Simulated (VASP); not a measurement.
LaGe12Pt4, 17 atoms in the cell. It takes space group Im-3 (No. 204, cubic). The conventional cell has a = 8.618 Å, b = 8.618 Å, c = 8.618 Å, α = 90.00°, β = 90.00°, γ = 90.00°. Within 4.4 Å of La (site symmetry m-3) lie 12 Ge at 3.32 Å and 8 Pt at 3.73 Å. Within 3.4 Å of Ge (site symmetry m) lie 2 Pt at 2.49 Å and 6 Ge at 2.51 to 3.26 Å and 1 La at 3.32 Å. Pt (site symmetry -3) has 6 Ge at 2.49 Å within 3.3 Å. 

| Quantity | Value |
| --- | --- |
| Program | VASP 6.6.1 |
| Task | single point |
| Functional | PBEsol |
| Potentials or basis | VASP PAW PBE potentials, release 64 (La, Ge_d, Pt) |
| Cutoff | 500 eV |
| k mesh | 6 × 6 × 6 |
| Occupations | gaussian, width 0.1 eV |
| Spin | no spin polarisation |
| Dipole correction | no |
| Further INCAR settings | ALGO = Normal; EDIFF = 1e-06; NBANDS = 124 |

Potentials or basis: VASP PAW PBE potentials, release 64 (La, Ge_d, Pt).

Run with:

```bash
$ cat potpaw_PBE.64/La/POTCAR potpaw_PBE.64/Ge_d/POTCAR potpaw_PBE.64/Pt/POTCAR > POTCAR
$ mpirun -np 1 vasp_std > vasp.out
```

Hardware: 1 thread of Oxide Virtual Turin-like Processor, with other jobs on the host.

How long does it take, and how much memory?

Wall time 18 min on 1 thread of Oxide Virtual Turin-like Processor (shared host), peak memory 0.72 GiB. Counts: scf iterations 14, k points 18.
